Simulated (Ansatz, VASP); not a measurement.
One calculation of Pd3PtSe8, two programs

```xyz
12
Lattice="7.6012 0.0000 0.0000 -3.8006 6.5829 0.0000 0.0000 0.0000 5.0084" Properties=species:S:1:pos:R:3 pbc="T T T"
Pd    3.8006    0.0000    0.0000
Pd    1.9003    3.2914    0.0000
Pd   -1.9003    3.2914    0.0000
Pt    0.0000    0.0000    0.0000
Se    5.7206    1.0858    3.7081
Se    3.8006    4.4113    3.7081
Se    1.8806    1.0858    3.7081
Se    0.0000    4.3886    3.7496
Se    3.8006    2.1943    1.2588
Se    1.9200    5.4971    1.3003
Se    0.0000    2.1716    1.3003
Se   -1.9200    5.4971    1.3003
```

Alike in both runs: task single point; functional r2SCAN; k mesh 6 × 6 × 8; occupations gaussian, width 0.1 eV; no spin polarisation.

```csv
,VASP,Ansatz
version,VASP 6.6.1,Ansatz 0.2.0
potentials or method,"VASP PAW PBE potentials, release 64 (Pd, Pt, Se), cutoff 520 eV","scalar-relativistic, plane waves, PAW"
valence electrons in the cell,88,200
```

Ansatz gave:

| Quantity | Value |
| --- | --- |
| gap on the k mesh at the Fermi level (eV) | none |
| pressure (GPa) | -2.0 |
| traceless stress, the component that is largest in VASP (GPa) | 1.04 |
| rms of the force components (eV/Å) | 0.083 |

Task: Estimate VASP's values.

Result: gap on the k mesh at the Fermi level (eV): none; pressure (GPa): -2.0; traceless stress, the component that is largest in VASP (GPa): 1.03; rms of the force components (eV/Å): 0.080.

VASP's potentials were made for PBE, not for r2SCAN. Atom by atom the forces differ by 0.003 eV/Å (rms over components). A gap of «none» marks a metal or a gap that the smearing closes. VASP's potentials hold 88 valence electrons a cell and Ansatz's 200, so a difference there can come from the potentials and not from the codes. Ansatz's warnings: k point list ram cut.

Spin-orbit coupling is off throughout.
